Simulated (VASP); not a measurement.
**Ge2Sb2O: relaxation of cell and atoms with PBE**

The system is Ge2Sb2O.

```xyz
5
Lattice="4.7684 0.0000 0.0000 -2.3842 4.1296 0.0000 0.0000 0.0000 7.0082" Properties=species:S:1:pos:R:3 pbc="T T T"
Ge    0.0000    2.7530    0.0000
Ge    2.3842    1.3765    0.0000
Sb    0.0000    0.0000    4.9793
Sb    0.0000    0.0000    2.0289
O     0.0000    0.0000    0.0000
```

The cell was built from a structure type or drawn by symmetry, and may not be a known phase.

```yaml
Program: VASP 6.6.1
Task: relaxation of cell and atoms
Functional: PBE
Potentials_or_basis: VASP PAW PBE potentials, release 64 (Ge_d, Sb, O)
Cutoff: 600 eV
k_mesh: 6 × 6 × 4
Occupations: gaussian, width 0.1 eV
Spin: no spin polarisation
Dipole_correction: no
Further_INCAR_settings: ALGO = Normal; EDIFF = 1e-07; IBRION = 2; EDIFFG = -0.04; NSW = 90; ISIF = 3
```

```yaml
Relaxed_volume: 27.16 Å³/atom
Relaxed_cell: a = 4.733 Å, b = 4.733 Å, c = 7.001 Å, α = 90.00°, β = 90.00°, γ = 120.00°
Space_group_after_relaxing_to_0.1_Å: P6/mmm (No. 191)
Energy_gained_by_relaxing: 1.1 meV/atom
Ionic_steps: 6
Pressure_after_relaxing: -0.1 GPa
Band_gap_on_the_k_mesh: zero (bands 22 and 23 overlap by 1.69 eV)
```

Forces in eV/Å, atoms in the order of the input:
```
Ge   0.000  0.000  0.000
Ge   0.000  0.000  0.000
Sb   0.000  0.000 -0.002
Sb   0.000  0.000  0.002
O    0.000  0.000  0.000
```

Stress tensor (GPa, compression positive):
```
 0.01  0.00  0.00
 0.00  0.01  0.00
 0.00  0.00 -0.21
```

Step by step:
| step | energy change (eV) | largest force (eV/Å) | pressure (GPa) | volume (Å³) |
| --- | --- | --- | --- | --- |
| 1 | 0.0000 | 0.1202 | -0.40 | 138.00 |
| 2 | -0.0042 | 0.0907 | -0.15 | 136.64 |
| 3 | -0.0043 | 0.0486 | 0.29 | 134.67 |
| 4 | -0.0051 | 0.0678 | 0.10 | 135.58 |
| 5 | -0.0051 | 0.0694 | 0.07 | 135.66 |
| 6 | -0.0054 | 0.0025 | -0.07 | 135.81 |

Final structure:
```
CELL_PARAMETERS angstrom
4.73267 0.00000 0.00000
-2.36633 4.09861 0.00000
0.00000 0.00000 7.00140
ATOMIC_POSITIONS crystal
Ge 0.33333 0.66667 0.00000
Ge 0.66667 0.33333 0.00000
Sb 0.00000 0.00000 0.70845
Sb 0.00000 0.00000 0.29155
O 0.00000 0.00000 0.00000
```

Levels at points of the mesh, in eV from the Fermi level:
```csv
k point,band 19,band 20,band 21,band 22,band 23,band 24,band 25,band 26
"(0.00, 0.00, 0.00)",-1.70,-1.70,-0.50,0.23,0.29,0.29,0.65,0.65
"(0.50, 0.00, 0.00)",-2.80,-1.47,-0.57,-0.48,0.06,0.55,0.69,2.17
"(0.00, 0.00, 0.50)",-1.70,-1.70,-1.44,-0.51,-0.51,1.57,1.57,2.94
"(0.50, 0.00, 0.50)",-2.78,-1.07,-0.23,0.25,0.37,1.00,1.76,1.94
```

Run time: 3.9 min on 1 thread of AMD EPYC 9R45 96-Core Processor (Zen 5), on a shared host, peak memory 0.33 GiB.

Caveat: spin-orbit coupling is left out, which moves the levels of the heavy elements.
